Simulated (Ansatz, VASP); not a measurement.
Ti in VASP and in Ansatz

```
Ti
1.0
    -1.57536    1.57536    1.70664
     1.57536   -1.57536    1.70664
     1.57536    1.57536   -1.70664
Ti
1
Direct
  0.00000 0.00000 0.00000
```

Change from the starting cell: strain -0.040 along x and y, +0.040 along z, atoms carried along.

Alike in both runs: task single point; functional PBEsol; k mesh 20 × 20 × 20; occupations gaussian, width 0.15 eV; no spin polarisation.

|  | VASP | Ansatz |
| --- | --- | --- |
| version | VASP 6.6.1 | Ansatz 0.2.0 |
| potentials or method | VASP PAW PBE potentials, release 64 (Ti_sv), cutoff 520 eV | scalar-relativistic, plane waves, PAW |
| valence electrons in the cell | 12 | 12 |

|  | VASP | Ansatz | Ansatz less VASP |
| --- | --- | --- | --- |
| gap on the k mesh at the Fermi level (eV) | none | none | - |
| pressure (GPa) | -2.6 | -2.4 | +0.24 |
| traceless stress, the component that is largest in VASP (GPa) | 0.97 | 0.97 | +0.001 |

VASP's potentials were made for PBE, not for PBEsol. A gap of «none» marks a metal or a gap that the smearing closes.
